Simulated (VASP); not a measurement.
Here is a VASP 6.6.1 calculation.

POSCAR

```
WSe2
1.0
    3.3276800000     -0.0948810000     -0.0318580000
   -1.7460090000      3.0127090000      0.0635960000
   -0.1257990000      0.2173460000     12.5567380000
W Se
2 4
Direct
    0.3096360000      0.6662280000      0.2609560000
    0.6335910000      0.3344220000      0.7580820000
    0.3201620000      0.6271480000      0.6065910000
    0.6586250000      0.3150770000      0.1340850000
    0.3307260000      0.7231580000      0.8822540000
    0.5990080000      0.3249870000      0.3774780000
```

The input INCAR.step1:

```
PREC = Accurate ; ENCUT = 520
ISMEAR = 0 ; SIGMA = 0.0121
LREAL = F ; LASPH = T
NELM = 100 ; NBANDS = 35
GGA = PE ; ALGO = Normal
EDIFF = 1E-4 ; LWAVE = T
LCHARG = F
```

The input INCAR.step2:

```
PREC = Accurate ; ENCUT = 520
EDIFF = 1E-7 ; ISMEAR = 0
SIGMA = 0.0121 ; LREAL = F
LASPH = T ; NELM = 100
ALGO = Normal ; ISIF = 2
LWAVE = F ; LCHARG = T
METAGGA = R2SCAN ; LMIXTAU = T
LELF = T ; LVHAR = T
NBANDS = 35 ; ISTART = 1
```

Contents of KPOINTS:

```
Automatic mesh
0
Gamma
  6 6 2
  0.5 0.5 0
```

Potentials or basis: VASP PAW PBE potentials, release 64 (W_sv, Se).

Launch:

```console
$ cat potpaw_PBE.64/W_sv/POTCAR potpaw_PBE.64/Se/POTCAR > POTCAR
$ cp INCAR.step1 INCAR
$ mpirun -np 1 vasp_std > vasp.out
$ cp INCAR.step2 INCAR
$ mpirun -np 1 vasp_std > vasp.out
```

(1) Estimate the pressure.

(2) Estimate the band gap on the k mesh.

(3) Estimate the largest force.

Results:

(1) 3.8 GPa.

(2) 0.51 eV (least direct gap 1.06 eV).

(3) 4.294 eV/Å.

Caveat: the stress differs along the axes, from 1 to 9 GPa; the PAW data sets were made with another functional, which shifts forces and pressure a little; spin-orbit coupling is left out, which moves the levels of the heavy elements; a shifted mesh leaves out Γ, where band edges can lie.
